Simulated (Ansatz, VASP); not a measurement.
**One calculation of Ta2Br3N, two programs**

```
Ta Br N
1.0
     6.37050    0.00000    0.00000
    -3.18525    5.51701    0.00000
     0.00000    0.00000    3.85936
Ta Br N
2 3 1
Direct
  0.33333 0.66667 0.00000
  0.66667 0.33333 0.00000
  0.50000 0.00000 0.50000
  0.50000 0.50000 0.50000
  0.00000 0.50000 0.50000
  0.00000 0.00000 0.00000
```

Change from the starting cell: species swapped into the YbCo3B2 type (P6/mmm, No. 191).

Alike in both runs: task single point; functional PBE; k mesh 3 × 3 × 4; occupations gaussian, width 0.1 eV; no spin polarisation.

|  | VASP | Ansatz |
| --- | --- | --- |
| version | VASP 6.6.1 | Ansatz 0.2.0 |
| potentials or method | VASP PAW PBE potentials, release 64 (Ta_pv, Br, N), cutoff 520 eV | scalar-relativistic, plane waves, PAW |
| valence electrons in the cell | 48 | 52 |

|  | VASP | Ansatz | Ansatz less VASP |
| --- | --- | --- | --- |
| gap on the k mesh at the Fermi level (eV) | none | none | - |
| pressure (GPa) | 0.5 | 0.4 | -0.09 |
| traceless stress, the component that is largest in VASP (GPa) | 9.10 | 9.09 | -0.016 |

A gap of «none» marks a metal or a gap that the smearing closes. The functional is the same, so the differences come from potentials, cutoffs and numerics. VASP's potentials hold 48 valence electrons a cell and Ansatz's 52, so a difference there can come from the potentials and not from the codes.

The k mesh is coarse, so the values compare programs but aren't converged. Neither program's run includes spin-orbit coupling.
